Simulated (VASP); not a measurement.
# C (P6_3/mmc) in VASP: a series of runs, part 2 of 2

VASP 6.6.1. Earlier steps stand in the parts before.

## Step 3: Relaxation of cell and atoms, PBE, target pressure 5 GPa, at which the enthalpy is minimised

This run uses another cell than the first one, of 8.53 Å³/atom.

The input, INCAR:

```
PREC = Accurate
ENCUT = 600
EDIFF = 1E-7
ISMEAR = 0
SIGMA = 0.1
LREAL = False
LASPH = True
NELM = 60
ALGO = Normal
ISIF = 3
LWAVE = False
LCHARG = False
GGA = PE
IBRION = 2
NSW = 70
EDIFFG = -0.008
PSTRESS = 50.0
```

The input, KPOINTS:

```
Automatic mesh
0
Gamma
  21 21 6
```

The input, POSCAR:

```
C
1.0
    2.3971325366      0.0000000000      0.0000000000
   -1.1985662683      2.0759776730      0.0000000000
    0.0000000000      0.0000000000      6.8592349007
C
4
Direct
    0.0000000000      0.0000000000      0.2500000000
    0.0000000000      0.0000000000      0.7500000000
    0.3333333333      0.6666666667      0.2500000000
    0.6666666667      0.3333333333      0.7500000000
```

Potentials or basis: VASP PAW PBE potentials, release 64 (C).

On the command line:

```sh
> cat potpaw_PBE.64/C/POTCAR > POTCAR
> mpirun -np 1 vasp_std > vasp.out
```

OUTCAR:

```text
PREC = Accurate
   ENCUT = 600
   EDIFF = 1E-7
   ISMEAR = 0
   LREAL = False
   LASPH = True
   NELM = 60
   ISIF = 3
   GGA = PE
   IBRION = 2
   NSW = 70
   EDIFFG = -0.008
   PSTRESS = 50.0

 ion  position               nearest neighbor table
   1  0.000  0.000  0.250-   3 1.38   3 1.38   3 1.38
   2  0.000  0.000  0.750-   4 1.38   4 1.38   4 1.38
   3  0.333  0.667  0.250-   1 1.38   1 1.38   1 1.38
   4  0.667  0.333  0.750-   2 1.38   2 1.38   2 1.38

  LATTYP: Found a hexagonal cell.
 ALAT       =     2.3971325366
 C/A-ratio  =     2.8614333150

  Lattice vectors:

 A1 = (   2.3971325366,   0.0000000000,   0.0000000000)
 A2 = (  -1.1985662683,   2.0759776730,   0.0000000000)
 A3 = (   0.0000000000,   0.0000000000,   6.8592349007)

Analysis of symmetry for initial positions (statically):
=====================================================================
 Subroutine PRICEL returns:
 Original cell was already a primitive cell.

 Routine SETGRP: Setting up the symmetry group for a
 hexagonal supercell.

 Subroutine GETGRP returns: Found 24 space group operations
 (whereof 12 operations were pure point group operations)
 out of a pool of 24 trial point group operations.

The static configuration has the point symmetry D_3d.
 The point group associated with its full space group is D_6h.

Analysis of symmetry for dynamics (positions and initial velocities):
=====================================================================
 Subroutine PRICEL returns:
 Original cell was already a primitive cell.

 Routine SETGRP: Setting up the symmetry group for a
 hexagonal supercell.

 Subroutine GETGRP returns: Found 24 space group operations
 (whereof 12 operations were pure point group operations)
 out of a pool of 24 trial point group operations.

The dynamic configuration has the point symmetry D_3d.
 The point group associated with its full space group is D_6h.
[... 144 lines left out ...]

 number of electron      16.0000000 magnetization

 Free energy of the ion-electron system (eV)
  ---------------------------------------------------
  ext. energy  EPLUGINS =         0.00000000
  ---------------------------------------------------
  free energy    TOTEN  =       -36.63114260 eV

  energy without entropy =      -36.63054902  energy(sigma->0) =      -36.63084581

------------------------ aborting loop because EDIFF is reached ----------------------------------------

  FORCE on cell =-STRESS in cart. coord.  units (eV):
  Direction    XX          YY          ZZ          XY          YZ          ZX
  --------------------------------------------------------------------------------------
  -------------------------------------------------------------------------------------
  Total        8.2944415      8.2944415      0.4987367      0.0000000     -0.0000000      0.0000000
  in kB      389.3205503    389.3205503     23.4094670      0.0000000     -0.0000000      0.0000000
  external PRESSURE =     217.3501892 kB  Pullay stress =      50.0000000 kB
[... 27 lines left out ...]
--------------------------------------- Ionic step        2  -------------------------------------------

 number of electron      16.0000001 magnetization

 E-fermi :   3.5817     XC(G=0):  -9.8844

 val. band max:        3.5762717990   @ k =   0.3333   0.3333   0.5000
 cond. band min:       3.5908414108   @ k =   0.3333   0.3333   0.3333
 fundamental gap:      0.0145696118
 Fermi energy:         3.5817121538

 k-point     1 :       0.0000    0.0000    0.0000
  band No.  band energies     occupation
      1     -14.7598      2.00000
      2     -14.4715      2.00000
      3      -3.8425      2.00000
      4      -1.9209      2.00000
      5       0.5380      2.00000
      6       0.5380      2.00000
      7       0.5593      2.00000
      8       0.5593      2.00000
      9       8.3715      0.00000
     10      10.8727      0.00000
     11      10.8844      0.00000
     12      10.9278      0.00000
[... 420 lines left out ...]
  energy  without entropy=      -36.8595303114  energy(sigma->0) =      -36.85982662

  enthalpy is  TOTEN    =       -35.7400123803 eV   P V=        1.1201105575

[... ionic steps 4 to 8 ...]

--------------------------------------- Ionic step        9  -------------------------------------------

 number of electron      16.0000000 magnetization

------------------------ aborting loop because EDIFF is reached ----------------------------------------
[... 75 lines left out ...]
--------------------------------------- Ionic step       11  -------------------------------------------

 number of electron      16.0000000 magnetization

 Free energy of the ion-electron system (eV)
  ---------------------------------------------------
  ext. energy  EPLUGINS =         0.00000000
  ---------------------------------------------------
  free energy    TOTEN  =       -36.81332662 eV

  energy without entropy =      -36.81274509  energy(sigma->0) =      -36.81303585

 E-fermi :   5.0483     XC(G=0): -10.5923

 val. band max:        5.0464264652   @ k =   0.3333   0.3333   0.5000
 cond. band min:       5.0610412886   @ k =   0.3333   0.3333   0.3333
 fundamental gap:      0.0146148233
 Fermi energy:         5.0483089007

 k-point     1 :       0.0000    0.0000    0.0000
  band No.  band energies     occupation
      1     -14.7157      2.00000
      2     -14.3239      2.00000
      3      -3.6811      2.00000
      4      -1.3391      2.00000
      5       2.0508      2.00000
      6       2.0508      2.00000
      7       2.0769      2.00000
      8       2.0769      2.00000
      9       9.6329      0.00000
     10      13.4475      0.00000
     11      13.4475      0.00000
     12      13.5174      0.00000
[... 380 lines left out ...]
  energy  without entropy=      -36.8127450864  energy(sigma->0) =      -36.81303585

  enthalpy is  TOTEN    =       -35.7574954570 eV   P V=        1.0558311630

 reached required accuracy - stopping structural energy minimisation
```

OSZICAR:

```text
N       E                     dE             d eps       ncg     rms          rms(c)
DAV:   1     0.607881969671E+02    0.60788E+02   -0.91607E+03  4616   0.139E+03
DAV:   2    -0.352346880322E+02   -0.96023E+02   -0.87803E+02  6496   0.252E+02
DAV:   3    -0.396384677474E+02   -0.44038E+01   -0.43601E+01  5880   0.543E+01
[... 100 lines left out ...]
DAV:   2    -0.368133505786E+02    0.39726E-04   -0.10682E-04  5788   0.940E-02    0.436E-02
DAV:   3    -0.368133266831E+02    0.23895E-04   -0.27317E-05  5384   0.452E-02    0.735E-03
DAV:   4    -0.368133264349E+02    0.24823E-06   -0.80318E-07  5740   0.684E-03    0.404E-03
DAV:   5    -0.368133266081E+02   -0.17319E-06   -0.49661E-08  3776   0.213E-03    0.147E-04
DAV:   6    -0.368133266200E+02   -0.11953E-07   -0.43567E-09  3056   0.714E-04
  11 F= -.35757495E+02 E0= -.35757205E+02  d E =-.108590E-04
```

It took 14 min on 1 thread of Intel Xeon 8259CL, shared host; peak memory 0.21 GiB.

Results:

```
Free energy                                                : -36.8133 eV
Relaxed volume                                             : 8.46 Å³/atom
Relaxed cell                                               : a = 2.457 Å, b = 2.457 Å, c = 6.474 Å, α = 90.00°, β = 90.00°, γ = 120.00°
Space group after relaxing (to 0.1 Å)                      : P6_3/mmc (No. 194)
Energy change on relaxing (the run minimises the enthalpy) : -45.5 meV/atom
Ionic steps                                                : 11
Pressure after relaxing                                    : 5.0 GPa
Band gap on the k mesh                                     : zero (bands 8 and 9 overlap by 0.04 eV)
```

Step by step:
| step | energy change (eV) | largest force (eV/Å) | pressure (GPa) | volume (Å³) |
| --- | --- | --- | --- | --- |
| 1 | 0.0000 | 0.0000 | 26.74 | 34.13 |
| 2 | 0.5272 | 0.0000 | -33.98 | 40.07 |
| 3 | -0.2290 | 0.0000 | 2.80 | 35.89 |
| 4 | -0.2265 | 0.0000 | 4.02 | 35.79 |
| 5 | -0.2254 | 0.0000 | 4.42 | 35.76 |
| 6 | -0.2221 | 0.0000 | 4.49 | 35.56 |
| 7 | -0.2107 | 0.0000 | 4.69 | 34.95 |
| 8 | -0.1791 | 0.0000 | 5.22 | 33.74 |
| 9 | -0.1817 | 0.0000 | 5.18 | 33.82 |
| 10 | -0.1848 | 0.0000 | 3.74 | 33.93 |
| 11 | -0.1822 | 0.0000 | 5.00 | 33.83 |

Final structure:
```yaml
crystal:
  lattice:
    - [2.45652, 0.00000, 0.00000]
    - [-1.22826, 2.12741, 0.00000]
    - [0.00000, 0.00000, 6.47385]
  atoms:
    - { symbol: C, position: [0.00000, 0.00000, 0.25000] }
    - { symbol: C, position: [0.00000, 0.00000, 0.75000] }
    - { symbol: C, position: [0.33333, 0.66667, 0.25000] }
    - { symbol: C, position: [0.66667, 0.33333, 0.75000] }
```

Levels at points of the mesh, in eV from the Fermi level:
```csv
k point,band 5,band 6,band 7,band 8,band 9,band 10,band 11,band 12
"(0.00, 0.00, 0.00)",-3.00,-3.00,-2.97,-2.97,4.58,8.40,8.40,8.47
"(0.00, 0.00, 0.50)",-2.98,-2.98,-2.98,-2.98,7.52,7.52,8.43,8.43
```

Caveat: the cell is relaxed towards a set pressure, so the run minimises the enthalpy, not the energy; this functional lacks dispersion, which binds the layers, so the pressure and a relaxed spacing across them are unreliable.
